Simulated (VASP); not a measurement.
Crystal: FeNi.

```
Fe Ni
1.0
     2.53300    0.00000    0.00000
     0.00000    2.53300    0.00000
     0.00000    0.00000    3.58200
Fe Ni
1 1
Cartesian
  0.0000 0.0000 0.0000
  1.2665 1.2665 1.7910
```

| Item | Value |
| --- | --- |
| Program | VASP 6.6.1 |
| Task | relaxation of cell and atoms |
| Functional | PBEsol |
| Dispersion | D3(BJ) |
| Potentials or basis | VASP PAW PBE potentials, release 64 (Fe, Ni) |
| Cutoff | 600 eV |
| k mesh | 13 × 13 × 9, shifted |
| Occupations | methfessel-paxton, width 0.1 eV |
| Spin | collinear spin, ferrimagnetic start |
| Starting moments | [2.4, -1.0] μB |

At the start: pressure -16.4 GPa; volume 11.49 Å³/atom.

Question: How do energy, volume and symmetry change on relaxing?

Answer: Over 9 steps the energy falls by 58.4 meV/atom and the volume is 10.43 Å³/atom (-9.2 %); space group P4/mmm (No. 123, to 0.1 Å) before and after; moment 3.01 μB per cell.

The path:
```csv
step,energy change (eV),largest force (eV/Å),pressure (GPa),volume (Å³)
1,0.0000,0.0000,-16.36,22.98
2,-0.0128,0.0000,22.05,19.30
3,-0.1124,0.0000,-0.37,20.95
4,-0.1125,0.0000,0.02,20.91
5,-0.1153,0.0000,0.05,20.88
6,-0.1167,0.0000,0.22,20.84
7,-0.1167,0.0000,0.18,20.84
8,-0.1167,0.0000,-0.18,20.88
9,-0.1167,0.0000,-0.01,20.86
```

Final structure:
```
CELL_PARAMETERS angstrom
2.43214 0.00000 0.00000
0.00000 2.43214 0.00000
0.00000 0.00000 3.52618
ATOMIC_POSITIONS crystal
Fe 0.00000 0.00000 0.00000
Ni 0.50000 0.50000 0.50000
```

Caveat: the PAW data sets were made with another functional, which shifts forces and pressure a little.
